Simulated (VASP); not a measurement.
Crystal: Ta.

```
CELL_PARAMETERS angstrom
2.45419 0.00000 0.00000
-1.22710 2.12539 0.00000
0.00000 0.00000 4.19183
ATOMIC_POSITIONS crystal
Ta 0.33333 0.66667 0.25000
Ta 0.66667 0.33333 0.75000
```

Base run:

```yaml
Program: VASP 6.6.1
Functional: PBE
Potentials_or_basis: VASP PAW PBE potentials, release 64 (Ta_sv_GW)
Cutoff: 500 eV
k_mesh: 18 × 18 × 10
Occupations: fermi-dirac, width 0.05 eV
Spin: no spin polarisation
```

Its results: band gap on the k mesh zero (band 13 reaches 22.71 eV, above the bottom of band 14 at 17.59 eV); pressure 269.4 GPa.

Problem. The run is repeated on the same cell with these changes: potentials or basis from VASP PAW PBE potentials, release 64 (Ta_sv_GW) to VASP PAW PBE potentials, release 64 (Ta_pv); cutoff from 500 eV to 520 eV; further incar settings from ALGO = Normal; EDIFF = 1e-06; NBANDS = 20 to ALGO = Normal; EDIFF = 1e-06; NBANDS = 18; valence electrons from 26 to 22. What comes out?

Solution. Band gap on the k mesh zero (band 11 reaches 14.52 eV, above the bottom of band 12 at 9.36 eV); pressure 275.0 GPa.

Caveats: spin-orbit coupling is left out, which moves the levels of the heavy elements.
